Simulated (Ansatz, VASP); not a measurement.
## One calculation of SrW3, two programs

INCAR

```
  PREC = Accurate
  ENCUT = 600
  EDIFF = 1E-6
  ISMEAR = 0
  SIGMA = 0.1
  LREAL = F
  LASPH = T
  NELM = 100
  ALGO = Fast
  ISIF = 3
  LWAVE = F
  LCHARG = F
  GGA = PE
  IBRION = 2
  NSW = 90
  EDIFFG = -0.04
```

Contents of KPOINTS:

```
Automatic mesh
0
Gamma
  4 4 4
```

The input POSCAR:

```
SrW3
1.0
    4.3395481600      0.0000000000      0.0000000000
    0.0000000000      4.3395481600      0.0000000000
    0.0000000000      0.0000000000      4.3911158100
Sr W
1 3
Direct
    0.0000000000      0.0000000000      0.0000000000
    0.5000000000      0.5000000000      0.0000000000
    0.0000000000      0.5000000000      0.5000000000
    0.5000000000      0.0000000000      0.5000000000
```

Input for Ansatz:

```yaml
crystal:
  lattice:
    - [4.33954816, 0.0, 0.0]
    - [0.0, 4.33954816, 0.0]
    - [0.0, 0.0, 4.39111581]
  atoms:
    - { symbol: Sr, position: [0.0, 0.0, 0.0] }
    - { symbol: W, position: [0.5, 0.5, 0.0] }
    - { symbol: W, position: [0.0, 0.5, 0.5] }
    - { symbol: W, position: [0.5, 0.0, 0.5] }
basis:
  ecutwfc: 420
kpoints:
  mp_grid: { grid: [4, 4, 4] }
hamiltonian:
  xc: pbe
scf:
  occupations: { method: gaussian, width: 0.1 }
  lower_state_search: "off"
output:
  forces: true
  stress: true
  eigenvalues: true
relax:
  adjacent_minimum: "off"
  f_tol: 0.04
  max_steps: 70
  cell: { stress_tol: 0.4 }
```

Change from the starting cell: species swapped into the SrPb3 type (P4/mmm, No. 123).

Alike in both runs: task relaxation of cell and atoms; functional PBE; k mesh 4 × 4 × 4; occupations gaussian, width 0.1 eV; no spin polarisation.

```csv
,VASP,Ansatz
version,VASP 6.6.1,Ansatz 0.2.0
potentials or method,"VASP PAW PBE potentials, release 64 (Sr_sv, W_sv), cutoff 600 eV","scalar-relativistic, plane waves, PAW"
valence electrons in the cell,52,52
```

Ansatz gave:

```
gap on the k mesh at the Fermi level, each at its own relaxed structure (eV) : none
relaxed volume (Å³/atom)                                                     : 19.34
relaxed cell length with the largest relative difference (Å)                 : 4.819
```

Task: What did VASP give for the same quantities?

Result: gap on the k mesh at the Fermi level, each at its own relaxed structure (eV): none; relaxed volume (Å³/atom): 19.64; relaxed cell length with the largest relative difference (Å): 4.318.

A gap of «none» marks a metal or a gap that the smearing closes.

The k mesh is coarse, so the values compare programs but aren't converged. Spin-orbit coupling is off throughout.
